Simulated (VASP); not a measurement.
# BN (zincblende type) (F-43m) in VASP: a series of runs, part 2 of 2

VASP 6.6.1.

## Step 3: Single point, PBEsol

This run uses another cell than the first one, of 5.86 Å³/atom, 1.064 times its volume.

File INCAR:

```
ALGO     = Normal         # electronic algorithm
EDIFF    = 1E-6           # SCF threshold, eV
ENCUT    = 520            # plane-wave cutoff, eV
GGA      = PS             # functional
ISIF     = 2              # what is computed and relaxed
ISMEAR   = -1             # smearing method
LASPH    = T              # aspherical terms in the spheres
LCHARG   = T              # write CHGCAR
LELF     = T              # ELF
LREAL    = F              # projectors in reciprocal space
LVHAR    = T            
LWAVE    = F              # write WAVECAR
NBANDS   = 11             # bands
NELM     = 100            # most SCF steps
PREC     = Accurate       # precision mode
SIGMA    = 0.08           # smearing width, eV
```

File KPOINTS:

```
k-points
0
Gamma
  17 17 17
```

File POSCAR:

```
BN
1.0
    0.0000000000      1.8028244171      1.8028244171
    1.8028244171      0.0000000000      1.8028244171
    1.8028244171      1.8028244171      0.0000000000
B N
1 1
Direct
    0.0000000000      0.0000000000      0.0000000000
    0.2500000000      0.2500000000      0.2500000000
```

Potentials or basis: VASP PAW PBE potentials, release 64 (B, N).

Command:

```sh
> cat potpaw_PBE.64/B/POTCAR potpaw_PBE.64/N/POTCAR > POTCAR
> mpirun -np 1 vasp_std > vasp.out
```

OUTCAR:

```text
EDIFF = 1E-6
   ENCUT = 520
   GGA = PS
   ISIF = 2
   ISMEAR = -1
   LASPH = T
   LREAL = F
   NELM = 100
   PREC = Accurate

 ion  position               nearest neighbor table
   1  0.000  0.000  0.000-   2 1.56   2 1.56   2 1.56   2 1.56
   2  0.250  0.250  0.250-   1 1.56   1 1.56   1 1.56   1 1.56

  LATTYP: Found a face centered cubic cell.
 ALAT       =     3.6056488342

  Lattice vectors:

 A1 = (   0.0000000000,   1.8028244171,   1.8028244171)
 A2 = (   1.8028244171,   0.0000000000,   1.8028244171)
 A3 = (   1.8028244171,   1.8028244171,   0.0000000000)

Analysis of symmetry for initial positions (statically):
=====================================================================
 Subroutine PRICEL returns:
 Original cell was already a primitive cell.

 Routine SETGRP: Setting up the symmetry group for a
 face centered cubic supercell.

 Subroutine GETGRP returns: Found 24 space group operations
 (whereof 24 operations were pure point group operations)
 out of a pool of 48 trial point group operations.

The static configuration has the point symmetry T_d .

Analysis of symmetry for dynamics (positions and initial velocities):
=====================================================================
 Subroutine PRICEL returns:
 Original cell was already a primitive cell.

 Routine SETGRP: Setting up the symmetry group for a
 face centered cubic supercell.

 Subroutine GETGRP returns: Found 24 space group operations
 (whereof 24 operations were pure point group operations)
 out of a pool of 48 trial point group operations.

The dynamic configuration has the point symmetry T_d .

 Subroutine INISYM returns: Found 24 space group operations
 (whereof 24 operations are pure point group operations),
 and found     1 'primitive' translations

----------------------------------------------------------------------------------------

                                     Primitive cell

  volume of cell :      11.7190

  direct lattice vectors                    reciprocal lattice vectors
     0.000000000  1.802824417  1.802824417    -0.277342594  0.277342594  0.277342594
     1.802824417  0.000000000  1.802824417     0.277342594 -0.277342594  0.277342594
     1.802824417  1.802824417  0.000000000     0.277342594  0.277342594 -0.277342594

  length of vectors
     2.549578741  2.549578741  2.549578741     0.480371464  0.480371464  0.480371464

  position of ions in fractional coordinates (direct lattice)
     0.000000000  0.000000000  0.000000000
     0.250000000  0.250000000  0.250000000

  ion indices of the primitive-cell ions
   primitive index   ion index
                 1           1
                 2           2

----------------------------------------------------------------------------------------

 KPOINTS: k-points

Automatic generation of k-mesh.
 Grid dimensions read from file:
 generate k-points for:   17   17   17

 Generating k-lattice:

  Cartesian coordinates                     Fractional coordinates (reciprocal lattice)
    -0.016314270  0.016314270  0.016314270     0.058823529  0.000000000  0.000000000
     0.016314270 -0.016314270  0.016314270     0.000000000  0.058823529  0.000000000
     0.016314270  0.016314270 -0.016314270     0.000000000  0.000000000  0.058823529

  Length of vectors
     0.028257145  0.028257145  0.028257145

  Shift w.r.t. Gamma in fractional coordinates (k-lattice)
     0.000000000  0.000000000  0.000000000

 Subroutine IBZKPT returns following result:
 ===========================================

 Found    165 irreducible k-points:

 Following reciprocal coordinates:
            Coordinates               Weight
  0.000000  0.000000  0.000000      1.000000
  0.058824  0.000000  0.000000      8.000000
  0.117647  0.000000  0.000000      8.000000
  0.176471  0.000000  0.000000      8.000000
  0.235294  0.000000  0.000000      8.000000
  0.294118  0.000000  0.000000      8.000000
[... 16 lines left out ...]
 -0.176471  0.058824  0.000000     24.000000
 -0.117647  0.058824  0.000000     24.000000
 [... further k-points ...]
   k-points           NKPTS =    165   k-points in BZ     NKDIM =    165   number of bands    NBANDS=     11
   number of dos      NEDOS =    301   number of ions     NIONS =      2
   total plane-waves  NPLWV =   8000
   dimension x,y,z NGX =    20 NGY =   20 NGZ =   20
   dimension x,y,z NGXF=    40 NGYF=   40 NGZF=   40
   ions per type =               1   1
   NGX,Y,Z   is equivalent  to a cutoff of  13.04, 13.04, 13.04 a.u.
   NGXF,Y,Z  is equivalent  to a cutoff of  26.08, 26.08, 26.08 a.u.
 SYSTEM =  unknown system
   PREC   = accura    normal or accurate (medium, high low for compatibility)
   ISTART =      0    job   : 0-new  1-cont  2-samecut
   ICHARG =      2    charge: 1-file 2-atom 10-const
   ISPIN  =      1    spin polarized calculation?
   LNONCOLLINEAR =      F non collinear calculations
   LSORBIT =      F    spin-orbit coupling
   LASPH  =      T    aspherical Exc in radial PAW
   ENCUT  =  520.0 eV  38.22 Ry    6.18 a.u.   4.74  4.74  4.74*2*pi/ulx,y,z
   NELM   =    100;   NELMIN=  2; NELMDL= -5     # of ELM steps
   EDIFF  = 0.1E-05   stopping-criterion for ELM
   LREAL  =      F    real-space projection
   EDIFFG = 0.1E-04   stopping-criterion for IOM
   NSW    =      0    number of steps for IOM
   IBRION =     -1    ionic relax: 0-MD 1-quasi-New 2-CG
   NFREE  =      0    steps in history (QN), initial steepest desc. (CG)
   ISIF   =      2    stress and relaxation
   ISYM   =      2    0-nonsym 1-usesym 2-fastsym
   POTIM  = 0.5000    time-step for ionic-motion
   TEBEG  =    0.0;   TEEND  =   0.0 temperature during run
   PSTRESS=    0.0 pullay stress
   NELECT =       8.0000    total number of electrons
   NUPDOWN=      -1.0000    fix difference up-down
   EMIN   =  10.00;   EMAX   =-10.00  energy-range for DOS
   EFERMI =   0.00;   METHOD = LEGACY
   ISMEAR =    -1;   SIGMA  =   0.08  broadening in eV -4-tet -1-fermi 0-gaus
   EFERMI_NEDOS =   21; number of points for ismear=-14 and -15
   IALGO  =     38    algorithm
   IMIX   =      4    mixing-type and parameters
     AMIX     =   0.40;   BMIX     =  1.00
     AMIX_MAG =   1.60;   BMIX_MAG =  1.00
  volume/ion in A,a.u.               =       5.86        39.54
  Fermi-wavevector in a.u.,A,eV,Ry     =   1.441478  2.723999 28.270991  2.077859
  Thomas-Fermi vector in A             =   2.560106
   LORBIT       =      0    0 simple, 1 ext, 2 COOP (PROOUT), +10 PAW based schemes
   GGA     = PS    functional components
   LHFCALC =     F    Hartree Fock is set to
   AEXX    =    0.0000 exact exchange contribution
   IVDW    =     0    specifies the selected vdW correction
   LEPSILON=     F    determine dielectric tensor
   LRPA    =     F    only Hartree local field effects (RPA)
 non-spin polarized calculation
  energy-cutoff  :      520.00
  volume of cell :       11.72
 maximum number of plane-waves:       331
   NGX =  9   NGY =  9   NGZ =  9

 number of electron       7.9999999 magnetization

 Free energy of the ion-electron system (eV)
  ---------------------------------------------------
  ext. energy  EPLUGINS =         0.00000000
  ---------------------------------------------------
  free energy    TOTEN  =       -18.34685426 eV

  energy without entropy =      -18.34685426  energy(sigma->0) =      -18.34685426

 E-fermi :   8.8893     XC(G=0): -13.0542

 val. band max:        7.4588143228   @ k =   0.0000   0.0000   0.0000
 cond. band min:      11.7886003510   @ k =   0.4706   0.4706   0.0000
 fundamental gap:      4.3297860282
 Fermi energy:         8.8893120099

 k-point     1 :       0.0000    0.0000    0.0000
  band No.  band energies     occupation
      1     -12.8830      2.00000
      2       7.4588      2.00000
      3       7.4588      2.00000
      4       7.4588      2.00000
      5      16.2569      0.00000
      6      16.2569      0.00000
      7      16.2569      0.00000
      8      17.8520      0.00000
      9      32.1146      0.00000
     10      35.2438      0.00000
     11      35.2438      0.00000
[... 309 lines left out ...]
 k-point    24 :      -0.1176    0.0588    0.0000
  band No.  band energies     occupation
      1     -12.3465      2.00000
      2       5.1730      2.00000
      3       6.4088      2.00000
      4       7.1981      2.00000
      5      16.7255      0.00000
      6      16.7473      0.00000
      7      17.3993      0.00000
      8      19.3681      0.00000
      9      30.6220      0.00000
     10      30.7038      0.00000
     11      33.5317      0.00000

 [... further k-points ...]
[... 5 lines left out ...]
  --------------------------------------------------------------------------------------
  -------------------------------------------------------------------------------------
  Total        0.0465718      0.0465718      0.0465718      0.0000000     -0.0000000      0.0000000
  in kB        6.3671286      6.3671286      6.3671286      0.0000000     -0.0000000      0.0000000
  external PRESSURE =       6.3671286 kB  Pullay stress =       0.0000000 kB

 VOLUME and BASIS-vectors are now :
 -----------------------------------------------------------------------------
  energy-cutoff  :      520.00
  volume of cell :       11.72
      direct lattice vectors                 reciprocal lattice vectors
     0.000000000  1.802824417  1.802824417    -0.277342594  0.277342594  0.277342594
     1.802824417  0.000000000  1.802824417     0.277342594 -0.277342594  0.277342594
     1.802824417  1.802824417  0.000000000     0.277342594  0.277342594 -0.277342594

 POSITION                                       TOTAL-FORCE (eV/Angst)
 -----------------------------------------------------------------------------------
      0.00000      0.00000      0.00000         0.000000      0.000000      0.000000
      0.90141      0.90141      0.90141        -0.000000     -0.000000     -0.000000
 -----------------------------------------------------------------------------------
    total drift:                                0.000000      0.000000      0.000000

  FREE ENERGIE OF THE ION-ELECTRON SYSTEM (eV)
  ---------------------------------------------------
  free  energy   TOTEN  =       -18.3468542594 eV

  energy  without entropy=      -18.3468542593  energy(sigma->0) =      -18.34685426
```

Run time: 16 s. Hardware: 1 thread of Intel Xeon Platinum 8488C (Sapphire Rapids), shared host; peak memory 0.13 GiB.

What came out:

| Item | Value |
| --- | --- |
| Free energy | -18.3469 eV |
| Pressure | 0.6 GPa |
| Band gap on the k mesh | 4.33 eV, indirect (least direct gap 8.80 eV) |

Levels at points of the mesh, in eV from the valence-band top:
```tsv
k point	band 1	band 2	band 3	band 4	band 5	band 6	band 7	band 8	band 9
(0.00, 0.00, 0.00)	-20.34	0.00	0.00	0.00	8.80	8.80	8.80	10.39	24.66
```

Caveat: the PAW data sets were made with another functional, which shifts forces and pressure a little.

## Step 4: Single point, PBEsol

This run uses another cell than the first one, of 5.86 Å³/atom, 1.064 times its volume.

File INCAR:

```
SYSTEM = BN
PREC = Accurate ; ENCUT = 520
EDIFF = 1E-6 ; ISMEAR = -1
SIGMA = 0.08 ; LREAL = .FALSE.
LASPH = .TRUE. ; NELM = 80
ALGO = Normal ; ISIF = 2
LWAVE = .FALSE. ; LCHARG = .FALSE.
GGA = PS ; NBANDS = 11
```

File KPOINTS:

```
Automatic mesh
0
G
  17 17 17
  0 0 0
```

File POSCAR:

```
BN
1.0
    0.0000000000      1.8028361210      1.8028361210
    1.8028361210      0.0000000000      1.8028361210
    1.8028361210      1.8028361210      0.0000000000
B N
1 1
Direct
    0.0000000000      0.0000000000      0.0000000000
    0.2500000000      0.2500000000      0.2500000000
```

Potentials or basis: VASP PAW PBE potentials, release 64 (B, N).

Command:

```sh
> cat potpaw_PBE.64/B/POTCAR potpaw_PBE.64/N/POTCAR > POTCAR
> mpirun -np 1 vasp_std > vasp.out
```

OUTCAR:

```text
SYSTEM = BN
   PREC = Accurate
   ENCUT = 520
   EDIFF = 1E-6
   ISMEAR = -1
   LREAL = .FALSE.
   LASPH = .TRUE.
   NELM = 80
   ISIF = 2
   GGA = PS

 ion  position               nearest neighbor table
   1  0.000  0.000  0.000-   2 1.56   2 1.56   2 1.56   2 1.56
   2  0.250  0.250  0.250-   1 1.56   1 1.56   1 1.56   1 1.56

  LATTYP: Found a face centered cubic cell.
 ALAT       =     3.6056722420

  Lattice vectors:

 A1 = (   0.0000000000,   1.8028361210,   1.8028361210)
 A2 = (   1.8028361210,   0.0000000000,   1.8028361210)
 A3 = (   1.8028361210,   1.8028361210,   0.0000000000)

Analysis of symmetry for initial positions (statically):
=====================================================================
 Subroutine PRICEL returns:
 Original cell was already a primitive cell.

 Routine SETGRP: Setting up the symmetry group for a
 face centered cubic supercell.

 Subroutine GETGRP returns: Found 24 space group operations
 (whereof 24 operations were pure point group operations)
 out of a pool of 48 trial point group operations.

The static configuration has the point symmetry T_d .

Analysis of symmetry for dynamics (positions and initial velocities):
[... 163 lines left out ...]
 Fermi energy:         8.8890554335

 k-point     1 :       0.0000    0.0000    0.0000
  band No.  band energies     occupation
      1     -12.8831      2.00000
      2       7.4586      2.00000
      3       7.4586      2.00000
      4       7.4586      2.00000
      5      16.2566      0.00000
      6      16.2566      0.00000
      7      16.2566      0.00000
      8      17.8514      0.00000
      9      32.1139      0.00000
     10      35.2434      0.00000
     11      35.2434      0.00000
[... 309 lines left out ...]
 k-point    24 :      -0.1176    0.0588    0.0000
  band No.  band energies     occupation
      1     -12.3465      2.00000
      2       5.1728      2.00000
      3       6.4085      2.00000
      4       7.1978      2.00000
      5      16.7251      0.00000
      6      16.7470      0.00000
      7      17.3989      0.00000
      8      19.3676      0.00000
      9      30.6216      0.00000
     10      30.7034      0.00000
     11      33.5312      0.00000

 [... further k-points ...]
[... 5 lines left out ...]
  --------------------------------------------------------------------------------------
  -------------------------------------------------------------------------------------
  Total        0.0460161      0.0460161      0.0460161      0.0000000      0.0000000      0.0000000
  in kB        6.2910322      6.2910322      6.2910322      0.0000000      0.0000000      0.0000000
  external PRESSURE =       6.2910322 kB  Pullay stress =       0.0000000 kB

 VOLUME and BASIS-vectors are now :
 -----------------------------------------------------------------------------
  energy-cutoff  :      520.00
  volume of cell :       11.72
      direct lattice vectors                 reciprocal lattice vectors
     0.000000000  1.802836121  1.802836121    -0.277340793  0.277340793  0.277340793
     1.802836121  0.000000000  1.802836121     0.277340793 -0.277340793  0.277340793
     1.802836121  1.802836121  0.000000000     0.277340793  0.277340793 -0.277340793

 POSITION                                       TOTAL-FORCE (eV/Angst)
 -----------------------------------------------------------------------------------
      0.00000      0.00000      0.00000        -0.000000     -0.000000     -0.000000
      0.90142      0.90142      0.90142         0.000000      0.000000      0.000000
 -----------------------------------------------------------------------------------
    total drift:                                0.000000      0.000000      0.000000

  FREE ENERGIE OF THE ION-ELECTRON SYSTEM (eV)
  ---------------------------------------------------
  free  energy   TOTEN  =       -18.3468551478 eV

  energy  without entropy=      -18.3468551477  energy(sigma->0) =      -18.34685515
```

OSZICAR:

```text
N       E                     dE             d eps       ncg     rms          rms(c)
DAV:   1     0.102784678530E+02    0.10278E+02   -0.49929E+03  3734   0.726E+02
DAV:   2    -0.187602908251E+02   -0.29039E+02   -0.28009E+02  4368   0.166E+02
DAV:   3    -0.193034384581E+02   -0.54315E+00   -0.54206E+00  4277   0.193E+01
DAV:   4    -0.193040732238E+02   -0.63477E-03   -0.63475E-03  3888   0.727E-01
DAV:   5    -0.193040737461E+02   -0.52231E-06   -0.52231E-06  4173   0.211E-02    0.660E+00
DAV:   6    -0.184534680184E+02    0.85061E+00   -0.26643E+00  3837   0.937E+00    0.328E+00
DAV:   7    -0.183675012794E+02    0.85967E-01   -0.10230E-01  4137   0.255E+00    0.188E+00
DAV:   8    -0.183468371112E+02    0.20664E-01   -0.32798E-02  4050   0.125E+00    0.182E-01
DAV:   9    -0.183468342084E+02    0.29027E-05   -0.84322E-04  3906   0.245E-01    0.798E-02
DAV:  10    -0.183468533059E+02   -0.19097E-04   -0.61860E-05  4048   0.689E-02    0.132E-02
DAV:  11    -0.183468551179E+02   -0.18120E-05   -0.41020E-06  4051   0.155E-02    0.838E-03
DAV:  12    -0.183468551478E+02   -0.29922E-07   -0.97868E-07  1947   0.666E-03
   1 F= -.18346855E+02 E0= -.18346855E+02  d E =-.161359E-09
```

stdout:

```text
POSCAR found type information on POSCAR B N
 POSCAR found :  2 types and       2 ions
 scaLAPACK will be used
 -----------------------------------------------------------------------------
|                                                                             |
|                                                                             |
|     You enforced a specific xc type in the INCAR file but a different       |
|     I HOPE YOU KNOW WHAT YOU ARE DOING!                                     |
|                                                                             |
 -----------------------------------------------------------------------------

 LDA part: xc-table for (Slater+PW92), standard interpolation
 POSCAR, INCAR and KPOINTS ok, starting setup
 FFT: planning ... GRIDC
 FFT: planning ... GRID_SOFT
 FFT: planning ... GRID
 WAVECAR not read
 entering main loop
```

Run time: 14 s. Hardware: 1 thread of Intel Xeon Platinum 8488C (Sapphire Rapids), shared host; peak memory 0.13 GiB.

Results:

| Quantity | Value |
| --- | --- |
| Free energy | -18.3469 eV |
| Pressure | 0.6 GPa |
| Band gap on the k mesh | 4.33 eV, indirect (least direct gap 8.80 eV) |

Caveat: the PAW data sets were made with another functional, which shifts forces and pressure a little. A hybrid or GW would open this gap; PBEsol tends to underestimate it.
